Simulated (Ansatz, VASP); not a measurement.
**One calculation of Zn, two programs**

Contents of INCAR:

```
SYSTEM = Zn
ALGO = Normal
EDIFF = 1E-8
ENCUT = 520
GGA = PS
ISIF = 2
ISMEAR = -1
LASPH = .True.
LCHARG = .False.
LEFG = .True.
LREAL = .False.
LWAVE = .False.
NBANDS = 19
NELM = 80
PREC = Accurate
SIGMA = 0.03
```

KPOINTS

```
k-points
0
Gamma
  18 18 8
  0 0 0
```

The input POSCAR:

```
Zn
1.0
    2.6647980532     -0.0133239903     -0.0133239903
   -1.3439379406      2.3144448051     -0.0048769189
   -0.0247335000     -0.0247335000      4.9467000000
Zn
2
Direct
    0.3333333333      0.6666666667      0.2500000000
    0.6666666667      0.3333333333      0.7500000000
```

Input for Ansatz:

```yaml
crystal:
  lattice:
    - [2.6647980532, -0.0133239903, -0.0133239903]
    - [-1.3439379406, 2.3144448051, -0.0048769189]
    - [-0.0247335, -0.0247335, 4.9467]
  atoms:
    - { symbol: Zn, position: [0.3333333333, 0.6666666667, 0.25] }
    - { symbol: Zn, position: [0.6666666667, 0.3333333333, 0.75] }
kpoints:
  mp_grid: { grid: [18, 18, 8] }
scf:
  occupations: { method: fermi_dirac, width: 0.03 }
hamiltonian:
  xc: pbesol
  pseudopotentials: { kind: paw }
output:
  forces: true
  stress: true
  eigenvalues: true
  efg: { contact_densities: true }
```

Change from the starting cell: equal xy, yz and zx shear strains of -1 %, PAW files.

Alike in both runs: task electric field gradients; functional PBEsol; k mesh 18 × 18 × 8; occupations fermi-dirac, width 0.03 eV; no spin polarisation.

```csv
,VASP,Ansatz
version,VASP 6.6.1,Ansatz 0.2.0
potentials or method,"VASP PAW PBE potentials, release 64 (Zn)","PAW with Ansatz's default frozen-core files, scalar-relativistic"
plane-wave cutoff (eV),520,420
valence electrons in the cell,24,24
```

```csv
,VASP,Ansatz,Ansatz less VASP
pressure (GPa),-5.0,-5.4,-0.36
"traceless stress, the component that is largest in VASP (GPa)",1.20,1.33,+0.129
size of Vzz on the site where it differs most (V/Å²),35.3,34.9,-0.33
```

VASP's potentials were made for PBE, not for PBEsol. The functional is the same, so the differences come from potentials, cutoffs and numerics.
